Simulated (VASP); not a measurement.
The system is CsPbBr3.

```xyz
5
Lattice="6.0095 0.0000 0.0000 0.0000 6.0095 0.0000 0.0000 0.0000 6.0095" Properties=species:S:1:pos:R:3 pbc="T T T"
Cs    0.0000    0.0000    0.0000
Pb    3.0048    3.0048    3.0048
Br    3.0048    3.0048    0.0000
Br    3.0048    0.0000    3.0048
Br    0.0000    3.0048    3.0048
```

| Quantity | Value |
| --- | --- |
| Program | VASP 6.6.1 |
| Task | relaxation of cell and atoms |
| Functional | PBEsol |
| Potentials or basis | VASP PAW PBE potentials, release 64 (Cs_sv, Pb_d, Br) |
| Cutoff | 600 eV |
| k mesh | 4 × 4 × 4 |
| Occupations | fermi-dirac, width 0.02 eV |
| Spin | no spin polarisation |

At the start: pressure -1.2 GPa; volume 43.41 Å³/atom.

Question: Where does the relaxation end?

Answer: Over 3 steps the energy falls by 10.5 meV/atom and the volume is 40.74 Å³/atom (-6.1 %); space group Pm-3m (No. 221, to 0.1 Å) before and after.

Step by step:
| step | energy change (eV) | largest force (eV/Å) | pressure (GPa) | volume (Å³) |
| --- | --- | --- | --- | --- |
| 1 | 0.0000 | 0.0000 | -1.18 | 217.03 |
| 2 | -0.0488 | 0.0000 | -0.36 | 207.12 |
| 3 | -0.0527 | 0.0000 | -0.01 | 203.71 |

Final structure:
```
Cs Pb Br
1.0
     5.88394    0.00000    0.00000
     0.00000    5.88394    0.00000
     0.00000    0.00000    5.88394
Cs Pb Br
1 1 3
Cartesian
  0.0000 0.0000 0.0000
  2.9420 2.9420 2.9420
  2.9420 2.9420 0.0000
  2.9420 0.0000 2.9420
  0.0000 2.9420 2.9420
```

Caveat: the PAW data sets were made with another functional, which shifts forces and pressure a little.
